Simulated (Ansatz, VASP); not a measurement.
## W in VASP and in Ansatz

INCAR

```
SYSTEM = W
  PREC = Accurate
  ENCUT = 520
  EDIFF = 1E-6
  ISMEAR = -1
  SIGMA = 0.1
  LREAL = .FALSE.
  LASPH = .TRUE.
  NELM = 60
  ALGO = Normal
  ISIF = 2
  LWAVE = .FALSE.
  LCHARG = .FALSE.
  GGA = RP
  NBANDS = 13
```

KPOINTS

```
regular mesh
0
G
  15 15 15
  0 0 0
```

POSCAR

```
W
1.0
    0.0000000000      2.0543542186      2.0543542186
    2.0543542186      0.0000000000      2.0543542186
    2.0543542186      2.0543542186      0.0000000000
W
1
Direct
    0.0000000000      0.0000000000      0.0000000000
```

Input for Ansatz:

```yaml
crystal:
  lattice:
    - [0.0, 2.0543542186, 2.0543542186]
    - [2.0543542186, 0.0, 2.0543542186]
    - [2.0543542186, 2.0543542186, 0.0]
  atoms:
    - { symbol: W, position: [0.0, 0.0, 0.0] }
hamiltonian:
  xc: rpbe
  pseudopotentials:
    kind: paw
    azcp:
      W: "pseudopotentials/W.paw.azcp"
basis:
  ecutwfc: 420
  fft_grid_basis: typed
kpoints:
  mp_grid: { grid: [15, 15, 15], shift: [0, 0, 0] }
magnetization:
  spin_polarized: false
scf:
  occupations: { method: fermi_dirac, width: 0.1 }
  lower_state_search: "off"
output:
  stress: true
```

Alike in both runs: task single point; functional RPBE; k mesh 15 × 15 × 15; occupations fermi-dirac, width 0.1 eV; no spin polarisation.

|  | VASP | Ansatz |
| --- | --- | --- |
| version | VASP 6.6.1 | Ansatz 0.2.0 |
| potentials or method | VASP PAW PBE potentials, release 64 (W_sv), cutoff 520 eV | plane waves (420 eV) with PAW, scalar-relativistic |
| valence electrons in the cell | 14 | 14 |

```csv
,VASP,Ansatz,Ansatz less VASP
pressure (GPa),-9.8,-10.1,-0.33
```

VASP's potentials were made for PBE, not for RPBE.

Neither program's run includes spin-orbit coupling.
